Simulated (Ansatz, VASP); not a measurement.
## Na: VASP beside Ansatz

The input INCAR:

```
SYSTEM = Na
ALGO = Normal ; EDIFF = 1E-6
ENCUT = 520 ; GGA = PE
ISIF = 2 ; ISMEAR = -1
LASPH = .TRUE. ; LCHARG = .FALSE.
LREAL = .FALSE. ; LWAVE = .FALSE.
NBANDS = 14 ; NELM = 60
PREC = Accurate ; SIGMA = 0.05
```

File KPOINTS:

```
k-points
0
G
  11 11 6
  0 0 0
```

The input POSCAR:

```
Na
1.0
    3.7670009976     -0.0753400200      0.0000000000
   -1.9487468700      3.2999885700      0.0000000000
    0.0000000000      0.0000000000      6.1540000000
Na
2
Direct
    0.3333333333      0.6666666667      0.2500000000
    0.6666666667      0.3333333333      0.7500000000
```

Input for Ansatz:

```yaml
crystal:
  lattice:
    - [3.7670009976, -0.07534002, 0.0]
    - [-1.94874687, 3.29998857, 0.0]
    - [0.0, 0.0, 6.154]
  atoms:
    - { symbol: Na, position: [0.3333333333, 0.6666666667, 0.25] }
    - { symbol: Na, position: [0.6666666667, 0.3333333333, 0.75] }
kpoints:
  mp_grid: { grid: [11, 11, 6] }
scf:
  occupations: { method: fermi_dirac, width: 0.05 }
hamiltonian:
  xc: pbe
  pseudopotentials: { kind: all_electron, lapw: { basis_error: 0.0005 } }
output:
  forces: true
  stress: true
  eigenvalues: true
```

Change from the starting cell: xy shear strain of -4 %.

Alike in both runs: task single point; functional PBE; k mesh 11 × 11 × 6; occupations fermi-dirac, width 0.05 eV; no spin polarisation.

```csv
,VASP,Ansatz
version,VASP 6.6.1,Ansatz 0.2.0
potentials or method,"VASP PAW PBE potentials, release 64 (Na_pv), cutoff 520 eV","all-electron LAPW, scalar-relativistic"
```

```tsv
	VASP	Ansatz	Ansatz less VASP
pressure (GPa)	-0.1	-0.1	+0.01
traceless stress, the component that is largest in VASP (GPa)	0.15	0.15	-0.002
rms of the force components (eV/Å)	0.008	0.008	-0.0001
```

Atom by atom the forces differ by 0.000 eV/Å (rms over components). Ansatz ran all-electron here, and VASP with PAW potentials.
